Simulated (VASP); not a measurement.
Ir, 3 atoms in the cell. The structure is hexagonal, space group P6/mmm (No. 191). Conventional cell: a = 4.452 Å, b = 4.452 Å, c = 2.755 Å, α = 90.00°, β = 90.00°, γ = 120.00°. Ir (site symmetry 6/mmm) has 14 Ir at 2.75 to 2.92 Å within 3.6 Å. Ir (site symmetry -6m2) has 11 Ir at 2.57 to 2.92 Å within 3.4 Å. This isn't the form of Ir at room conditions, which is fcc.

| Property | Result |
| --- | --- |
| Program | VASP 6.6.1 |
| Task | single point |
| Functional | BLYP |
| Potentials or basis | VASP PAW PBE potentials, release 64 (Ir) |
| Cutoff | 520 eV |
| k mesh | 9 × 9 × 13 |
| Occupations | fermi-dirac, width 0.1 eV |
| Spin | no spin polarisation |
| Dipole correction | no |
| Further INCAR settings | ALGO = Normal; EDIFF = 1e-07; NBANDS = 20 |

Potentials or basis: VASP PAW PBE potentials, release 64 (Ir).

Run with:

```sh
$ cat potpaw_PBE.64/Ir/POTCAR > POTCAR
$ mpirun -np 1 vasp_std > vasp.out
```

Hardware: 1 thread of Intel Xeon 8259CL (shared host).

**Question.** How long does it take, and how much memory?

**Answer.** Wall time 120 s on 1 thread of Intel Xeon 8259CL, on a shared host, peak memory 0.21 GiB. Counts: scf iterations 15, k points 84.
